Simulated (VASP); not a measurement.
# In3Se (Pm-3m) in VASP: further runs

The runs below take In3Se through single point, with PBE, r2SCAN.

Program: VASP 6.6.1. These are calculated values, not measurements. Logs are shortened: lines on timing, memory, paths and dates and some standing lists are left out, and cuts for length are marked.

**1. The cell of the first run**

It takes space group Pm-3m (No. 221, cubic). The conventional cell has a = 4.867 Å, b = 4.867 Å, c = 4.867 Å, α = 90.00°, β = 90.00°, γ = 90.00°. Within 4.5 Å of In (site symmetry 4/mmm) lie 8 In at 3.44 Å and 4 Se at 3.44 Å. Within 4.5 Å of Se (site symmetry m-3m) lie 12 In at 3.44 Å.

**2. Single point, PBE**

File INCAR:

```
  ALGO = Normal
  EDIFF = 1E-7
  ENCUT = 520
  GGA = PE
  ISIF = 2
  ISMEAR = -1
  LASPH = T
  LCHARG = F
  LREAL = F
  LWAVE = F
  NBANDS = 30
  NELM = 80
  PREC = Accurate
  SIGMA = 0.05
```

File KPOINTS:

```
k-points
0
Gamma
  6 6 6
```

File POSCAR:

```
In3Se
1.0
    4.8669725914      0.0000000000      0.0000000000
    0.0000000000      4.8669725914      0.0000000000
    0.0000000000      0.0000000000      4.8669725914
In Se
3 1
Direct
    0.5000000000      0.5000000000      0.0000000000
    0.5000000000      0.0000000000      0.5000000000
    0.0000000000      0.5000000000      0.5000000000
    0.0000000000      0.0000000000      0.0000000000
```

Potentials or basis: VASP PAW PBE potentials, release 64 (In_d, Se).

Started as:

```bash
cat potpaw_PBE.64/In_d/POTCAR potpaw_PBE.64/Se/POTCAR > POTCAR
mpirun -np 1 vasp_std > vasp.out
```

OUTCAR:

```text
EDIFF = 1E-7
   ENCUT = 520
   GGA = PE
   ISIF = 2
   ISMEAR = -1
   LASPH = T
   LREAL = F
   NELM = 80
   PREC = Accurate

 ion  position               nearest neighbor table
   1  0.500  0.500  0.000-   2 3.44   3 3.44   2 3.44   3 3.44   2 3.44   2 3.44   3 3.44   3 3.44

   2  0.500  0.000  0.500-   1 3.44   3 3.44   1 3.44   1 3.44   3 3.44   1 3.44   3 3.44   3 3.44

   3  0.000  0.500  0.500-   1 3.44   2 3.44   1 3.44   2 3.44   1 3.44   2 3.44   1 3.44   2 3.44

   4  0.000  0.000  0.000-

  LATTYP: Found a simple cubic cell.
 ALAT       =     4.8669725914

  Lattice vectors:

 A1 = (   4.8669725914,   0.0000000000,   0.0000000000)
 A2 = (   0.0000000000,   4.8669725914,   0.0000000000)
 A3 = (   0.0000000000,   0.0000000000,   4.8669725914)

Analysis of symmetry for initial positions (statically):
=====================================================================
 Subroutine PRICEL returns:
 Original cell was already a primitive cell.

 Routine SETGRP: Setting up the symmetry group for a
 simple cubic supercell.

 Subroutine GETGRP returns: Found 48 space group operations
 (whereof 48 operations were pure point group operations)
 out of a pool of 48 trial point group operations.

The static configuration has the point symmetry O_h .

Analysis of symmetry for dynamics (positions and initial velocities):
=====================================================================
 Subroutine PRICEL returns:
 Original cell was already a primitive cell.

 Routine SETGRP: Setting up the symmetry group for a
 simple cubic supercell.

 Subroutine GETGRP returns: Found 48 space group operations
 (whereof 48 operations were pure point group operations)
 out of a pool of 48 trial point group operations.

The dynamic configuration has the point symmetry O_h .

 Subroutine INISYM returns: Found 48 space group operations
 (whereof 48 operations are pure point group operations),
 and found     1 'primitive' translations

----------------------------------------------------------------------------------------

                                     Primitive cell

  volume of cell :     115.2860

  direct lattice vectors                    reciprocal lattice vectors
     4.866972591  0.000000000  0.000000000     0.205466536  0.000000000  0.000000000
     0.000000000  4.866972591  0.000000000     0.000000000  0.205466536  0.000000000
     0.000000000  0.000000000  4.866972591     0.000000000  0.000000000  0.205466536

  length of vectors
     4.866972591  4.866972591  4.866972591     0.205466536  0.205466536  0.205466536

  position of ions in fractional coordinates (direct lattice)
     0.500000000  0.500000000  0.000000000
     0.500000000  0.000000000  0.500000000
     0.000000000  0.500000000  0.500000000
     0.000000000  0.000000000  0.000000000

  ion indices of the primitive-cell ions
   primitive index   ion index
                 1           1
                 2           2
                 3           3
                 4           4

----------------------------------------------------------------------------------------

 KPOINTS: k-points

Automatic generation of k-mesh.
 Grid dimensions read from file:
 generate k-points for:    6    6    6

 Generating k-lattice:

  Cartesian coordinates                     Fractional coordinates (reciprocal lattice)
     0.034244423  0.000000000  0.000000000     0.166666667  0.000000000  0.000000000
     0.000000000  0.034244423  0.000000000     0.000000000  0.166666667  0.000000000
     0.000000000  0.000000000  0.034244423     0.000000000  0.000000000  0.166666667

  Length of vectors
     0.034244423  0.034244423  0.034244423

  Shift w.r.t. Gamma in fractional coordinates (k-lattice)
     0.000000000  0.000000000  0.000000000

 Subroutine IBZKPT returns following result:
 ===========================================

 Found     20 irreducible k-points:

 Following reciprocal coordinates:
            Coordinates               Weight
  0.000000  0.000000  0.000000      1.000000
  0.166667  0.000000  0.000000      6.000000
  0.333333  0.000000  0.000000      6.000000
  0.500000  0.000000  0.000000      3.000000
  0.166667  0.166667  0.000000     12.000000
  0.333333  0.166667  0.000000     24.000000
[... 12 lines left out ...]
  0.500000  0.500000  0.333333      6.000000
  0.500000  0.500000  0.500000      1.000000
   k-points           NKPTS =     20   k-points in BZ     NKDIM =     20   number of bands    NBANDS=     30
   number of dos      NEDOS =    301   number of ions     NIONS =      4
   total plane-waves  NPLWV =  46656
   dimension x,y,z NGX =    36 NGY =   36 NGZ =   36
   dimension x,y,z NGXF=    72 NGYF=   72 NGZF=   72
   ions per type =               3   1
   NGX,Y,Z   is equivalent  to a cutoff of  12.30, 12.30, 12.30 a.u.
   NGXF,Y,Z  is equivalent  to a cutoff of  24.59, 24.59, 24.59 a.u.
 SYSTEM =  unknown system
   PREC   = accura    normal or accurate (medium, high low for compatibility)
[... 43 lines left out ...]
   NGX = 19   NGY = 19   NGZ = 19

 number of electron      44.9999973 magnetization

 Free energy of the ion-electron system (eV)
  ---------------------------------------------------
  ext. energy  EPLUGINS =         0.00000000
  ---------------------------------------------------
  free energy    TOTEN  =       -11.66449612 eV

  energy without entropy =      -11.65189681  energy(sigma->0) =      -11.65819647

 E-fermi :   5.6413     XC(G=0):  -9.5586

 val. band max:        5.5329548986   @ k =   0.5000   0.0000   0.0000
 cond. band min:       5.6797935855   @ k =   0.5000   0.3333   0.1667
 fundamental gap:      0.1468386869
 Fermi energy:         5.6413031045

 k-point     1 :       0.0000    0.0000    0.0000
  band No.  band energies     occupation
      1      -9.1932      2.00000
      2      -9.1932      2.00000
      3      -9.1932      2.00000
      4      -9.1880      2.00000
      5      -9.0885      2.00000
      6      -9.0885      2.00000
[... 22 lines left out ...]
     29      10.7447      0.00000
     30      12.2743      0.00000

 k-point     2 :       0.1667    0.0000    0.0000
  band No.  band energies     occupation
      1      -9.1895      2.00000
      2      -9.1712      2.00000
      3      -9.1712      2.00000
      4      -9.1683      2.00000
      5      -9.0860      2.00000
      6      -9.0746      2.00000
[... 22 lines left out ...]
     29      11.4038      0.00000
     30      12.3418      0.00000

 k-point     3 :       0.3333    0.0000    0.0000
  band No.  band energies     occupation
      1      -9.1818      2.00000
      2      -9.1200      2.00000
      3      -9.1106      2.00000
      4      -9.1106      2.00000
      5      -9.0794      2.00000
      6      -9.0398      2.00000
[... 22 lines left out ...]
     29      11.1453      0.00000
     30      11.8042      0.00000

 k-point     4 :       0.5000    0.0000    0.0000
  band No.  band energies     occupation
      1      -9.1777      2.00000
      2      -9.0916      2.00000
      3      -9.0644      2.00000
      4      -9.0437      2.00000
      5      -9.0437      2.00000
      6      -9.0133      2.00000
[... 22 lines left out ...]
     29       9.6137      0.00000
     30      11.2432      0.00000

 k-point     5 :       0.1667    0.1667    0.0000
  band No.  band energies     occupation
      1      -9.1745      2.00000
      2      -9.1643      2.00000
      3      -9.1609      2.00000
      4      -9.1419      2.00000
      5      -9.0783      2.00000
      6      -9.0642      2.00000
[... 22 lines left out ...]
     29      11.3669      0.00000
     30      11.8996      0.00000
[... 394 lines left out ...]
     29      12.0533      0.00000
     30      12.8917      0.00000

 k-point    18 :       0.5000    0.3333    0.3333
  band No.  band energies     occupation
      1      -9.1399      2.00000
      2      -9.1165      2.00000
      3      -9.0935      2.00000
      4      -9.0890      2.00000
      5      -9.0859      2.00000
      6      -9.0835      2.00000
[... 22 lines left out ...]
     29      12.2011      0.00000
     30      12.2199      0.00000

 k-point    19 :       0.5000    0.5000    0.3333
  band No.  band energies     occupation
      1      -9.1575      2.00000
      2      -9.1043      2.00000
      3      -9.1043      2.00000
      4      -9.1017      2.00000
      5      -9.0859      2.00000
      6      -9.0859      2.00000
[... 22 lines left out ...]
     29      12.3741      0.00000
     30      13.1600      0.00000

 k-point    20 :       0.5000    0.5000    0.5000
  band No.  band energies     occupation
      1      -9.1789      2.00000
      2      -9.1113      2.00000
      3      -9.1113      2.00000
      4      -9.1113      2.00000
      5      -9.0934      2.00000
      6      -9.0934      2.00000
[... 22 lines left out ...]
     29      13.2635      0.00000
     30      13.6009      0.00000

------------------------ aborting loop because EDIFF is reached ----------------------------------------

  FORCE on cell =-STRESS in cart. coord.  units (eV):
  Direction    XX          YY          ZZ          XY          YZ          ZX
  --------------------------------------------------------------------------------------
  -------------------------------------------------------------------------------------
  Total       -1.0381636     -1.0381636     -1.0381636      0.0000000      0.0000000     -0.0000000
  in kB      -14.4277858    -14.4277858    -14.4277858      0.0000000      0.0000000     -0.0000000
  external PRESSURE =     -14.4277858 kB  Pullay stress =       0.0000000 kB

 VOLUME and BASIS-vectors are now :
 -----------------------------------------------------------------------------
  energy-cutoff  :      520.00
  volume of cell :      115.29
      direct lattice vectors                 reciprocal lattice vectors
     4.866972591  0.000000000  0.000000000     0.205466536  0.000000000  0.000000000
     0.000000000  4.866972591  0.000000000     0.000000000  0.205466536  0.000000000
     0.000000000  0.000000000  4.866972591     0.000000000  0.000000000  0.205466536

 POSITION                                       TOTAL-FORCE (eV/Angst)
 -----------------------------------------------------------------------------------
      2.43349      2.43349      0.00000         0.000000      0.000000      0.000000
      2.43349      0.00000      2.43349         0.000000      0.000000      0.000000
      0.00000      2.43349      2.43349         0.000000      0.000000      0.000000
      0.00000      0.00000      0.00000         0.000000      0.000000      0.000000
 -----------------------------------------------------------------------------------
    total drift:                                0.000000      0.000000      0.000000

  FREE ENERGIE OF THE ION-ELECTRON SYSTEM (eV)
  ---------------------------------------------------
  free  energy   TOTEN  =       -11.6644961237 eV

  energy  without entropy=      -11.6518968095  energy(sigma->0) =      -11.65819647
```

Run time: 2.1 min. Hardware: 1 thread of AMD EPYC 7R13, shared host; peak memory 0.2 GiB.

Results:

* Free energy: -11.6645 eV
* Pressure: -1.4 GPa

Caveat: spin-orbit coupling is left out, which moves the levels of the heavy elements.

**3. Single point, PBE**

This run uses another cell than the first one, of 29.38 Å³/atom, 1.019 times its volume.

File INCAR:

```
SYSTEM = In3Se
  PREC = Accurate
  ENCUT = 520
  EDIFF = 1E-7
  ISMEAR = -1
  SIGMA = 0.05
  LREAL = .FALSE.
  LASPH = .TRUE.
  NELM = 100
  ALGO = Normal
  ISIF = 2
  LWAVE = .FALSE.
  LCHARG = .TRUE.
  GGA = PE
  LELF = .TRUE.
  LVHAR = .TRUE.
  NBANDS = 30
```

File KPOINTS:

```
Automatic mesh
0
G
  6 6 6
  0 0 0
```

File POSCAR:

```
In3Se
1.0
    4.8979732526      0.0000000000      0.0000000000
    0.0000000000      4.8979732526      0.0000000000
    0.0000000000      0.0000000000      4.8979732526
In Se
3 1
Direct
    0.5000000000      0.5000000000      0.0000000000
    0.5000000000      0.0000000000      0.5000000000
    0.0000000000      0.5000000000      0.5000000000
    0.0000000000      0.0000000000      0.0000000000
```

Potentials or basis: VASP PAW PBE potentials, release 64 (In_d, Se).

Started as:

```bash
cat potpaw_PBE.64/In_d/POTCAR potpaw_PBE.64/Se/POTCAR > POTCAR
mpirun -np 1 vasp_std > vasp.out
```

It took 1.8 min on 1 thread of AMD EPYC 7R13, shared host; peak memory 0.2 GiB.

Results (log left out):

```
Free energy : -11.6418 eV
Pressure    : -1.9 GPa
```

Levels at points of the mesh, in eV from the Fermi level:
```tsv
k point	band 19	band 20	band 21	band 22	band 23	band 24	band 25	band 26
(0.00, 0.00, 0.00)	-3.08	-3.08	-2.40	-2.40	1.03	1.03	1.03	3.98
(0.50, 0.00, 0.00)	-2.33	-2.33	-1.94	-1.06	-0.08	-0.08	1.42	3.37
(0.50, 0.50, 0.00)	-5.57	-1.88	-0.83	-0.83	-0.82	1.18	1.73	1.73
(0.50, 0.50, 0.50)	-4.37	-3.91	-3.91	-3.91	-3.04	2.76	2.76	2.76
```

Caveat: spin-orbit coupling is left out, which moves the levels of the heavy elements.

**4. Single point, r2SCAN**

This run uses another cell than the first one, of 26.05 Å³/atom, 0.904 times its volume.

File POSCAR:

```
In3Se
1.0
    4.7056946064      0.0000000000      0.0000000000
    0.0000000000      4.7056946064      0.0000000000
    0.0000000000      0.0000000000      4.7056946064
In Se
3 1
Direct
    0.5000000000      0.5000000000      0.0000000000
    0.5000000000      0.0000000000      0.5000000000
    0.0000000000      0.5000000000      0.5000000000
    0.0000000000      0.0000000000      0.0000000000
```

File INCAR.step1:

```
  PREC = Accurate
  ENCUT = 520
  ISMEAR = -1
  SIGMA = 0.05
  LREAL = False
  LASPH = True
  NELM = 80
  NBANDS = 30
  GGA = PE
  ALGO = Normal
  EDIFF = 1E-4
  LWAVE = True
  LCHARG = False
```

File INCAR.step2:

```
  PREC = Accurate
  ENCUT = 520
  EDIFF = 1E-7
  ISMEAR = -1
  SIGMA = 0.05
  LREAL = False
  LASPH = True
  NELM = 80
  ALGO = Normal
  ISIF = 2
  LWAVE = False
  LCHARG = True
  METAGGA = R2SCAN
  LMIXTAU = True
  LELF = True
  LVHAR = True
  NBANDS = 30
  ISTART = 1
```

File KPOINTS:

```
regular mesh
0
Gamma
  6 6 6
```

Started as:

```bash
cat potpaw_PBE.64/In_d/POTCAR potpaw_PBE.64/Se/POTCAR > POTCAR
cp INCAR.step1 INCAR
mpirun -np 1 vasp_std > vasp.out
cp INCAR.step2 INCAR
mpirun -np 1 vasp_std > vasp.out
```

Wall time 7.8 min (1 thread of AMD EPYC 7R13, shared host); peak memory 0.21 GiB.

It converged, with:

```yaml
Free_energy: -82.5024 eV
Pressure: 1.0 GPa
```

Levels at points of the mesh, in eV from the Fermi level:
```tsv
k point	band 19	band 20	band 21	band 22	band 23	band 24	band 25	band 26	band 27	band 28
(0.00, 0.00, 0.00)	-3.80	-3.80	-2.14	-2.14	1.08	1.08	1.08	4.53	4.53	4.53
(0.50, 0.00, 0.00)	-2.91	-2.91	-1.48	-1.31	-0.26	-0.26	1.47	4.08	4.08	4.16
(0.50, 0.50, 0.00)	-6.23	-2.37	-0.86	-0.76	-0.76	1.59	1.84	1.84	1.89	5.26
(0.50, 0.50, 0.50)	-4.74	-4.57	-4.57	-4.57	-3.73	3.29	3.29	3.29	8.74	8.74
```

Caveat: the PAW data sets were made with another functional, which shifts forces and pressure a little; spin-orbit coupling is left out, which moves the levels of the heavy elements.

**5. Single point, r2SCAN**

This run uses another cell than the first one, of 26.60 Å³/atom, 0.923 times its volume.

File POSCAR:

```
In3Se
1.0
    4.7388343927      0.0000000000      0.0000000000
    0.0000000000      4.7388343927      0.0000000000
    0.0000000000      0.0000000000      4.7388343927
In Se
3 1
Direct
    0.5000000000      0.5000000000      0.0000000000
    0.5000000000      0.0000000000      0.5000000000
    0.0000000000      0.5000000000      0.5000000000
    0.0000000000      0.0000000000      0.0000000000
```

File INCAR.step1:

```
ALGO = Normal
EDIFF = 1E-4
ENCUT = 520
GGA = PE
ISMEAR = -1
LASPH = T
LCHARG = F
LREAL = F
LWAVE = T
NBANDS = 30
NELM = 80
PREC = Accurate
SIGMA = 0.05
```

File INCAR.step2:

```
ALGO = Normal
EDIFF = 1E-6
ENCUT = 520
ISIF = 2
ISMEAR = -1
ISTART = 1
LASPH = T
LCHARG = F
LMIXTAU = T
LREAL = F
LWAVE = F
METAGGA = R2SCAN
NBANDS = 30
NELM = 80
PREC = Accurate
SIGMA = 0.05
```

File KPOINTS:

```
k-points
0
Gamma
  6 6 6
```

Started as:

```bash
cat potpaw_PBE.64/In_d/POTCAR potpaw_PBE.64/Se/POTCAR > POTCAR
cp INCAR.step1 INCAR
mpirun -np 1 vasp_std > vasp.out
cp INCAR.step2 INCAR
mpirun -np 1 vasp_std > vasp.out
```

Wall time 6.5 min (1 thread of AMD EPYC 7R13, shared host); peak memory 0.21 GiB.

It converged, with:

```yaml
Free_energy: -82.5120 eV
Pressure: 0.2 GPa
```

Levels at points of the mesh, in eV from the Fermi level:
```
           k point  band 19  band 20  band 21  band 22  band 23  band 24  band 25  band 26
(0.00, 0.00, 0.00)    -3.71    -3.71    -2.19    -2.19     1.06     1.06     1.06     4.47
(0.50, 0.00, 0.00)    -2.84    -2.84    -1.57    -1.29    -0.23    -0.23     1.50     4.01
(0.50, 0.50, 0.00)    -6.16    -2.32    -0.84    -0.79    -0.79     1.52     1.84     1.84
(0.50, 0.50, 0.50)    -4.63    -4.57    -4.57    -4.57    -3.65     3.22     3.22     3.22
```

Caveat: the PAW data sets were made with another functional, which shifts forces and pressure a little; spin-orbit coupling is left out, which moves the levels of the heavy elements.

**6. Single point, r2SCAN**

This run uses another cell than the first one, of 27.16 Å³/atom, 0.942 times its volume.

File POSCAR:

```
In3Se
1.0
    4.7715170420      0.0000000000      0.0000000000
    0.0000000000      4.7715170420      0.0000000000
    0.0000000000      0.0000000000      4.7715170420
In Se
3 1
Direct
    0.5000000000      0.5000000000      0.0000000000
    0.5000000000      0.0000000000      0.5000000000
    0.0000000000      0.5000000000      0.5000000000
    0.0000000000      0.0000000000      0.0000000000
```

File INCAR.step1:

```
SYSTEM = In3Se
PREC = Accurate
ENCUT = 520
ISMEAR = -1
SIGMA = 0.05
LREAL = .False.
LASPH = .True.
NELM = 80
NBANDS = 30
GGA = PE
ALGO = Normal
EDIFF = 1E-4
LWAVE = .True.
LCHARG = .False.
```

File INCAR.step2:

```
SYSTEM = In3Se
PREC = Accurate
ENCUT = 520
EDIFF = 1E-6
ISMEAR = -1
SIGMA = 0.05
LREAL = .False.
LASPH = .True.
NELM = 80
ALGO = Normal
ISIF = 2
LWAVE = .False.
LCHARG = .False.
METAGGA = R2SCAN
LMIXTAU = .True.
NBANDS = 30
ISTART = 1
```

File KPOINTS:

```
regular mesh
0
Gamma
  6 6 6
  0 0 0
```

Potentials or basis: VASP PAW PBE potentials, release 64 (In_d, Se).

Started as:

```bash
cat potpaw_PBE.64/In_d/POTCAR potpaw_PBE.64/Se/POTCAR > POTCAR
cp INCAR.step1 INCAR
mpirun -np 1 vasp_std > vasp.out
cp INCAR.step2 INCAR
mpirun -np 1 vasp_std > vasp.out
```

It took 6.8 min on 1 thread of AMD EPYC 7R13, shared host; peak memory 0.21 GiB.

Results (log left out):

| Property | Result |
| --- | --- |
| Free energy | -82.5104 eV |
| Pressure | -0.6 GPa |

Levels at points of the mesh, in eV from the Fermi level:
```
           k point  band 18  band 19  band 20  band 21  band 22  band 23  band 24  band 25  band 26  band 27
(0.00, 0.00, 0.00)    -3.61    -3.61    -3.61    -2.23    -2.23     1.05     1.05     1.05     4.41     4.41
(0.50, 0.00, 0.00)    -5.16    -2.77    -2.77    -1.65    -1.28    -0.20    -0.20     1.52     3.94     3.94
(0.50, 0.50, 0.00)    -6.26    -6.08    -2.27    -0.83    -0.83    -0.81     1.46     1.84     1.85     1.85
(0.50, 0.50, 0.50)    -4.55    -4.55    -4.51    -4.51    -4.51    -3.57     3.14     3.14     3.14     8.41
```

Caveat: the PAW data sets were made with another functional, which shifts forces and pressure a little; spin-orbit coupling is left out, which moves the levels of the heavy elements.

**7. Summary**

```tsv
level	cell	gap on the mesh (eV)	pressure (GPa)
PBE	a = 4.867 Å, 4 atoms	none	-1.4
PBE	a = 4.898 Å, 4 atoms	none	-1.9
r2SCAN	a = 4.706 Å, 4 atoms	none	1.0
r2SCAN	a = 4.739 Å, 4 atoms	none	0.2
r2SCAN	a = 4.772 Å, 4 atoms	none	-0.6
```

Alike in all rows: task single point; potentials or basis VASP PAW PBE potentials, release 64 (In_d, Se); no spin polarisation; k mesh 6 × 6 × 6; cutoff (eV) 520; smearing fermi-dirac 0.05 eV.

Caveats: spin-orbit coupling is left out, which moves the levels of the heavy elements; the PAW data sets were made with another functional, which shifts forces and pressure a little (some runs).

Total energies depend on the potentials used, so only differences within one code and one set of settings carry meaning.
